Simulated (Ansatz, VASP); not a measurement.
One calculation of Sc, two programs

```
CELL_PARAMETERS angstrom
0.00000 2.62110 1.70372
2.62110 0.00000 1.70372
2.62110 2.62110 0.00000
ATOMIC_POSITIONS crystal
Sc 0.00000 0.00000 0.00000
```

Alike in both runs: task single point; functional PBEsol; k mesh 20 × 20 × 20; occupations gaussian, width 0.15 eV; no spin polarisation.

|  | VASP | Ansatz |
| --- | --- | --- |
| version | VASP 6.6.1 | Ansatz 0.2.0 |
| potentials or method | VASP PAW PBE potentials, release 64 (Sc_sv), cutoff 520 eV | scalar-relativistic, plane waves, PAW |
| valence electrons in the cell | 11 | 11 |

Ansatz gave:

| Property | Result |
| --- | --- |
| gap on the k mesh at the Fermi level (eV) | none |
| pressure (GPa) | 1.1 |
| traceless stress, the component that is largest in VASP (GPa) | 0.31 |

What did VASP give for the same quantities?

gap on the k mesh at the Fermi level (eV): none; pressure (GPa): 1.1; traceless stress, the component that is largest in VASP (GPa): 0.30.

VASP's potentials were made for PBE, not for PBEsol. A gap of «none» marks a metal or a gap that the smearing closes. The functional is the same, so the differences come from potentials, cutoffs and numerics.
